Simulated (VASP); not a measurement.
A run of VASP 6.6.1:

INCAR

```
SYSTEM = Bi
ALGO = Fast
EDIFF = 1E-6
ENCUT = 520
ISIF = 2
ISMEAR = 1
LASPH = .TRUE.
LCHARG = .TRUE.
LELF = .TRUE.
LREAL = .FALSE.
LVHAR = .TRUE.
LWAVE = .FALSE.
NBANDS = 22
NELM = 80
PREC = Accurate
SIGMA = 0.01
```

The input KPOINTS:

```
k-points
0
G
  5 5 7
  0 0 0
```

The input POSCAR:

```
Bi
1.0
    3.4885980000     -3.1325780000      0.0000000000
    3.4885980000      3.1325780000      0.0000000000
   -1.2602350000      0.0000000000      3.1135500000
Bi
2
Direct
    0.7530610000      0.7530610000      0.8573820000
    0.2469390000      0.2469390000      0.1426180000
```

Potentials or basis: VASP PAW LDA potentials, release 64 (Bi_d).

The run is started by

```sh
$ cat potpaw_LDA.64/Bi_d/POTCAR > POTCAR
$ mpirun -np 1 vasp_std > vasp.out
```

Hardware: 1 thread of AMD EPYC 9R45 (Zen 5), on a shared host.

Task: Estimate the wall time of this run.

Result: Run time: 32 s on 1 thread of AMD EPYC 9R45 (Zen 5) (shared host), peak memory 0.16 GiB. Counts: scf iterations 12, k points 54.
